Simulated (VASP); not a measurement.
# Zn in VASP: notebook

Runs on Zn. Level: PBE. Tasks: electric field gradients.

Everything below comes from runs of VASP 6.6.1. Logs are shortened: lines on timing, memory, paths and dates and some standing lists are left out, and cuts for length are marked.

## Step 1: The cell of the first run

Symmetry: P6_3/mmc, No. 194, hexagonal system. Conventional cell: a = 2.700 Å, b = 2.700 Å, c = 5.012 Å, α = 90.00°, β = 90.00°, γ = 120.00°. Within 3.6 Å of Zn (site symmetry -6m2) lie 12 Zn at 2.70 to 2.95 Å.

## Step 2: Electric field gradients, PBE (15.82 Å³/atom)

The input, INCAR:

```
SYSTEM = Zn
ALGO     = Normal         ! electronic algorithm
EDIFF    = 1E-8           ! SCF threshold, eV
ENCUT    = 520            ! plane-wave cutoff, eV
GGA      = PE             ! functional
ISIF     = 2              ! what is computed and relaxed
ISMEAR   = -1             ! smearing method
LASPH    = .TRUE.         ! aspherical terms in the spheres
LCHARG   = .FALSE.        ! write CHGCAR
LEFG     = .TRUE.       
LREAL    = .FALSE.        ! projectors in reciprocal space
LWAVE    = .FALSE.        ! write WAVECAR
NBANDS   = 19             ! bands
NELM     = 60             ! most SCF steps
PREC     = Accurate       ! precision mode
SIGMA    = 0.03           ! smearing width, eV
```

The input, KPOINTS:

```
k-points
0
G
  16 16 8
  0 0 0
```

The input, POSCAR:

```
Zn
1.0
    2.6998652069      0.0000000000      0.0000000000
   -1.3499326034      2.3381518559      0.0000000000
    0.0000000000      0.0000000000      5.0117956229
Zn
2
Direct
    0.3333333333      0.6666666667      0.2500000000
    0.6666666667      0.3333333333      0.7500000000
```

Potentials or basis: VASP PAW PBE potentials, release 64 (Zn).

On the command line:

```bash
$ cat potpaw_PBE.64/Zn/POTCAR > POTCAR
$ mpirun -np 1 vasp_std > vasp.out
```

OUTCAR:

```text
SYSTEM = Zn
   EDIFF = 1E-8
   ENCUT = 520
   GGA = PE
   ISIF = 2
   ISMEAR = -1
   LASPH = .TRUE.
   LREAL = .FALSE.
   NELM = 60
   PREC = Accurate

 ion  position               nearest neighbor table
   1  0.333  0.667  0.250-   2 2.95   2 2.95   2 2.95   2 2.95   2 2.95   2 2.95
   2  0.667  0.333  0.750-   1 2.95   1 2.95   1 2.95   1 2.95   1 2.95   1 2.95

  LATTYP: Found a hexagonal cell.
 ALAT       =     2.6998652069
 C/A-ratio  =     1.8563132745

  Lattice vectors:

 A1 = (   2.6998652069,   0.0000000000,   0.0000000000)
 A2 = (  -1.3499326034,   2.3381518559,   0.0000000000)
 A3 = (   0.0000000000,   0.0000000000,   5.0117956229)

Analysis of symmetry for initial positions (statically):
=====================================================================
 Subroutine PRICEL returns:
 Original cell was already a primitive cell.

 Routine SETGRP: Setting up the symmetry group for a
 hexagonal supercell.

 Subroutine GETGRP returns: Found 24 space group operations
 (whereof 12 operations were pure point group operations)
 out of a pool of 24 trial point group operations.

The static configuration has the point symmetry D_3d.
 The point group associated with its full space group is D_6h.

Analysis of symmetry for dynamics (positions and initial velocities):
=====================================================================
 Subroutine PRICEL returns:
 Original cell was already a primitive cell.

 Routine SETGRP: Setting up the symmetry group for a
 hexagonal supercell.

 Subroutine GETGRP returns: Found 24 space group operations
 (whereof 12 operations were pure point group operations)
 out of a pool of 24 trial point group operations.

The dynamic configuration has the point symmetry D_3d.
 The point group associated with its full space group is D_6h.

 Subroutine INISYM returns: Found 24 space group operations
 (whereof 12 operations are pure point group operations),
 and found     1 'primitive' translations

----------------------------------------------------------------------------------------

                                     Primitive cell
[... 123 lines left out ...]
  energy-cutoff  :      520.00
  volume of cell :       31.64
 maximum number of plane-waves:       866
 NGX is ok and might be reduce to    20
   NGX =  9   NGY =  9   NGZ = 19

 number of electron      23.9999997 magnetization

 Free energy of the ion-electron system (eV)
  ---------------------------------------------------
  ext. energy  EPLUGINS =         0.00000000
  ---------------------------------------------------
  free energy    TOTEN  =        -2.21500102 eV

  energy without entropy =       -2.21431017  energy(sigma->0) =       -2.21465560

 E-fermi :   2.8911     XC(G=0): -11.3488

 val. band max:        2.8635664138   @ k =   0.5000   0.0000   0.5000
 cond. band min:       2.9409599818   @ k =   0.2500   0.1875   0.0000
 fundamental gap:      0.0773935680
 Fermi energy:         2.8910598524

 k-point     1 :       0.0000    0.0000    0.0000
  band No.  band energies     occupation
      1      -7.2564      2.00000
      2      -5.5970      2.00000
      3      -4.9621      2.00000
      4      -4.7484      2.00000
      5      -4.7484      2.00000
      6      -4.7025      2.00000
[... 505 lines left out ...]
      6      -4.6847      2.00000
[... 11 lines left out ...]
     18      13.5474      0.00000
     19      15.0830      0.00000

 [... further k-points ...]

------------------------ aborting loop because EDIFF is reached ----------------------------------------

  FORCE on cell =-STRESS in cart. coord.  units (eV):
  Direction    XX          YY          ZZ          XY          YZ          ZX
  --------------------------------------------------------------------------------------
  -------------------------------------------------------------------------------------
  Total       -0.5694290     -0.5694290     -0.4797080     -0.0000000      0.0000000      0.0000000
  in kB      -28.8364670    -28.8364670    -24.2929037     -0.0000000      0.0000000      0.0000000
  external PRESSURE =     -27.3219459 kB  Pullay stress =       0.0000000 kB

 VOLUME and BASIS-vectors are now :
 -----------------------------------------------------------------------------
  energy-cutoff  :      520.00
  volume of cell :       31.64
      direct lattice vectors                 reciprocal lattice vectors
     2.699865207  0.000000000  0.000000000     0.370388861  0.213844109  0.000000000
    -1.349932603  2.338151856  0.000000000     0.000000000  0.427688218  0.000000000
     0.000000000  0.000000000  5.011795623     0.000000000  0.000000000  0.199529286

 POSITION                                       TOTAL-FORCE (eV/Angst)
 -----------------------------------------------------------------------------------
     -0.00000      1.55877      1.25295         0.000000     -0.000000      0.000000
      1.34993      0.77938      3.75885        -0.000000      0.000000      0.000000
 -----------------------------------------------------------------------------------
    total drift:                               -0.000000      0.000000      0.000000

  FREE ENERGIE OF THE ION-ELECTRON SYSTEM (eV)
  ---------------------------------------------------
  free  energy   TOTEN  =        -2.2150010245 eV

  energy  without entropy=       -2.2143101702  energy(sigma->0) =       -2.21465560

 Electric field gradients (V/A^2)
---------------------------------------------------------------------
 ion       V_xx      V_yy      V_zz      V_xy      V_xz      V_yz
---------------------------------------------------------------------
   1     -17.755   -17.747    35.502     0.008     0.000    -0.000
   2     -17.755   -17.747    35.502     0.008    -0.000     0.000
---------------------------------------------------------------------

 Electric field gradients after diagonalization (V/A^2)
 (convention: |V_zz| > |V_xx| > |V_yy|)
----------------------------------------------------------------------
 ion       V_xx      V_yy      V_zz     asymmetry (V_yy - V_xx)/ V_zz
----------------------------------------------------------------------
   1     -17.760   -17.742    35.502       0.000
   2     -17.760   -17.742    35.502       0.000
----------------------------------------------------------------------

           NMR quadrupolar parameters

 Cq : quadrupolar parameter    Cq=e*Q*V_zz/h
 eta: asymmetry parameters     (V_yy - V_xx)/ V_zz
 Q  : nuclear electric quadrupole moment in mb (millibarn)
----------------------------------------------------------------------
 ion       Cq(MHz)       eta       Q (mb)
----------------------------------------------------------------------
   1       0.086       0.000       1.000
   2       0.086       0.000       1.000
----------------------------------------------------------------------
```

OSZICAR:

```text
N       E                     dE             d eps       ncg     rms          rms(c)
DAV:   1     0.113562570279E+03    0.11356E+03   -0.12336E+04  5868   0.197E+03
DAV:   2     0.287557198221E+01   -0.11069E+03   -0.10702E+03  5736   0.295E+02
DAV:   3    -0.237133308542E+01   -0.52469E+01   -0.52267E+01  6485   0.705E+01
DAV:   4    -0.240402147162E+01   -0.32688E-01   -0.32680E-01  6242   0.572E+00
DAV:   5    -0.240406530448E+01   -0.43833E-04   -0.43832E-04  6270   0.190E-01    0.363E+00
DAV:   6    -0.222624827292E+01    0.17782E+00   -0.72249E-01  6312   0.175E+01    0.280E+00
DAV:   7    -0.221878087516E+01    0.74674E-02   -0.24080E-02  7064   0.255E+00    0.146E+00
DAV:   8    -0.221498034600E+01    0.38005E-02   -0.18177E-03  7636   0.620E-01    0.468E-02
DAV:   9    -0.221499745731E+01   -0.17111E-04   -0.21376E-04  7522   0.179E-01    0.354E-02
DAV:  10    -0.221500148985E+01   -0.40325E-05   -0.18448E-05  6081   0.468E-02    0.281E-03
DAV:  11    -0.221500133193E+01    0.15791E-06   -0.11061E-07  7348   0.501E-03    0.169E-03
DAV:  12    -0.221500100251E+01    0.32942E-06   -0.25469E-08  5730   0.241E-03    0.946E-05
DAV:  13    -0.221500102354E+01   -0.21033E-07   -0.38854E-09  3375   0.535E-04    0.662E-05
DAV:  14    -0.221500103381E+01   -0.10272E-07   -0.40677E-10  3105   0.396E-04    0.858E-05
DAV:  15    -0.221500102446E+01    0.93528E-08   -0.25350E-10  3030   0.308E-04
   1 F= -.22150010E+01 E0= -.22146556E+01  d E =-.690854E-03
```

stdout:

```text
POSCAR found type information on POSCAR Zn
 POSCAR found :  1 types and       2 ions
 scaLAPACK will be used
 LDA part: xc-table for (Slater+PW92), standard interpolation
 POSCAR, INCAR and KPOINTS ok, starting setup
 FFT: planning ... GRIDC
 FFT: planning ... GRID_SOFT
 FFT: planning ... GRID
 WAVECAR not read
 entering main loop
ion   1

ion   2
```

Run time: 1.9 min. Hardware: 1 thread of Intel Xeon 8259CL, shared host; peak memory 0.19 GiB.

What came out:

```
Free energy                             : -2.2150 eV
Pressure                                : -2.7 GPa
Band gap on the k mesh                  : zero (bands 12 and 13 overlap by 4.29 eV)
Largest electric field gradient by atom : Zn +35.5 V/Å²
```

Electric field gradients, principal values (V/Å²):
```
atom    least   middle  greatest (by size)
1 Zn  -17.742  -17.760              35.502
2 Zn  -17.742  -17.760              35.502
```

Caveat: without QUAD_EFG the Cq values of the log hold for a quadrupole moment of 1 mb, not for the nuclei.

(Continued in part 2 of 2.)
